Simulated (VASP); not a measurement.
Runs of VASP 6.6.1 on MgO (rock salt). The structure is that of space group Fm-3m (No. 225), or close to it. The cells are those of the table. 

```csv
cell,cutoff (eV),gap on the mesh (eV),pressure (GPa)
"a = 2.579 Å, angles 60.0°, 2 atoms",600,9.19,180.2
"a = 2.668 Å, angles 60.0°, 2 atoms",600,(a),112.7
"a = 2.977 Å, angles 60.0°, 2 atoms",600,4.74,3.9
"a = 3.006 Å, angles 60.0°, 2 atoms",520,4.46,(b)
"a = 2.347 Å, angles 60.0°, 2 atoms",600,8.56,531.4
"a = 2.874 Å, angles 60.0°, 2 atoms",600,5.84,26.0
"a = 2.394 Å, angles 60.0°, 2 atoms",600,8.75,(c)
"a = 2.454 Å, angles 60.0°, 2 atoms",600,8.94,327.9
```

Alike in all rows: task single point; level PBE; potentials or basis VASP PAW PBE potentials, release 64 (Mg, O); no spin polarisation; k mesh 10 × 10 × 10; smearing gaussian 0.01 eV.

Problem. Fill in the values left out.

Solution. (a) 8.67; (b) -0.5; (c) 430.8.

A k mesh can miss the band edges.
